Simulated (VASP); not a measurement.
Set up this calculation in VASP 6.6.1, as the native input.

```yaml
Task: single point
Functional: SVWN5
Potentials_or_basis: VASP PAW PBE potentials, release 64 (Mg)
Cutoff: 520 eV
k_mesh: 10 × 10 × 5
Occupations: fermi-dirac, width 0.05 eV
Spin: no spin polarisation
Dipole_correction: no
Further_INCAR_settings: ALGO = Normal; EDIFF = 1e-07; NBANDS = 9
```

The structure of Mg lies in POSCAR:

```
Mg
1.0
    3.2305542618      0.0000000000      0.0000000000
   -1.6152771309      2.7977420591      0.0000000000
    0.0000000000      0.0000000000      5.2448063036
Mg
2
Direct
    0.6666666667      0.3333333333      0.7500000000
    0.3333333333      0.6666666667      0.2500000000
```

One way to write it, as run:

INCAR

```
  PREC = Accurate
  ENCUT = 520
  EDIFF = 1E-7
  ISMEAR = -1
  SIGMA = 0.05
  LREAL = F
  LASPH = T
  NELM = 60
  ALGO = Normal
  ISIF = 2
  LWAVE = F
  LCHARG = F
  GGA = VW
  NBANDS = 9
```

KPOINTS

```
Automatic mesh
0
Gamma
  10 10 5
```

Potentials or basis: VASP PAW PBE potentials, release 64 (Mg).

The run is started by

```console
$ cat potpaw_PBE.64/Mg/POTCAR > POTCAR
$ mpirun -np 1 vasp_std > vasp.out
```

Results of the run:

```yaml
Pressure: -2.9 GPa
Band_gap_on_the_k_mesh: zero (band 2 reaches 2.99 eV, above the bottom of band 3 at 1.01 eV)
```

Caveat: the PAW data sets were made with another functional, which shifts forces and pressure a little.

It took 17 s on 1 thread of AMD EPYC 7R43 64-Core Processor (Zen 3), on a shared host, peak memory 0.11 GiB.
